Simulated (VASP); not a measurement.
Set up this calculation in VASP 6.6.1, as the native input.

* Task: single point
* Functional: r2SCAN
* Potentials or basis: VASP PAW PBE potentials, release 64 (Ba_sv, Ti_sv, O)
* Cutoff: 520 eV
* k mesh: 6 × 6 × 6
* Occupations: gaussian, width 0.05 eV
* Spin: no spin polarisation
* Dipole correction: no
* Further INCAR settings: ALGO = Normal; EDIFF = 1e-07; NBANDS = 28

The system is BaTiO3.

```
Ba Ti O
1.0
     2.84005    1.63971    2.33143
    -2.84005    1.63971    2.33143
     0.00000   -3.27941    2.33143
Ba Ti O
1 1 3
Direct
  0.00993 0.00993 0.00993
  0.51625 0.51625 0.51625
  0.48975 0.48975 0.98016
  0.48975 0.98016 0.48975
  0.98016 0.48975 0.48975
```

This cell differs from its parent crystal: all Ba atoms moved -0.050 Å, as atom 1 towards its neighbour atom 2 (Ti) at 3.403 Å.

One way to write it, as run:

POSCAR

```
BaTiO3
1.0
    2.8400536833      1.6397057586      2.3314328269
   -2.8400536833      1.6397057586      2.3314328269
    0.0000000000     -3.2794115171      2.3314328269
Ba Ti O
1 1 3
Direct
    0.0099337841      0.0099337841      0.0099337841
    0.5162478494      0.5162478494      0.5162478494
    0.4897536543      0.4897536543      0.9801597377
    0.4897536543      0.9801597377      0.4897536543
    0.9801597377      0.4897536543      0.4897536543
```

INCAR.step1

```
SYSTEM = BaTiO3
ALGO = Normal ; EDIFF = 1E-4
ENCUT = 520 ; GGA = PE
ISMEAR = 0 ; LASPH = .True.
LCHARG = .False. ; LREAL = .False.
LWAVE = .True. ; NBANDS = 28
NELM = 100 ; PREC = Accurate
SIGMA = 0.05
```

INCAR.step2

```
SYSTEM = BaTiO3
ALGO = Normal ; EDIFF = 1E-7
ENCUT = 520 ; ISIF = 2
ISMEAR = 0 ; ISTART = 1
LASPH = .True. ; LCHARG = .False.
LMIXTAU = .True. ; LREAL = .False.
LWAVE = .False. ; METAGGA = R2SCAN
NBANDS = 28 ; NELM = 100
PREC = Accurate ; SIGMA = 0.05
```

KPOINTS

```
k-points
0
Gamma
  6 6 6
  0 0 0
```

Potentials or basis: VASP PAW PBE potentials, release 64 (Ba_sv, Ti_sv, O).

The run is started by

```bash
$ cat potpaw_PBE.64/Ba_sv/POTCAR potpaw_PBE.64/Ti_sv/POTCAR potpaw_PBE.64/O/POTCAR > POTCAR
$ cp INCAR.step1 INCAR
$ mpirun -np 1 vasp_std > vasp.out
$ cp INCAR.step2 INCAR
$ mpirun -np 1 vasp_std > vasp.out
```

Results of the run:

```json
{
 "Pressure": "2.1 GPa",
 "Largest force": "0.381 eV/Å",
 "Band gap on the k mesh": "2.85 eV, indirect (least direct gap 3.32 eV)"
}
```

Caveat: the cell differs from its parent crystal (all Ba atoms moved -0.050 Å, as atom 1 towards its neighbour atom 2 (Ti) at 3.403 Å); the PAW data sets were made with another functional, which shifts forces and pressure a little; spin-orbit coupling is left out, which moves the levels of the heavy elements.

Wall time 3.9 min on 1 thread of Intel(R) Xeon(R) Platinum 8259CL CPU @ 2.50GHz (Skylake/Cascade Lake), with other jobs on the host, peak memory 0.21 GiB.
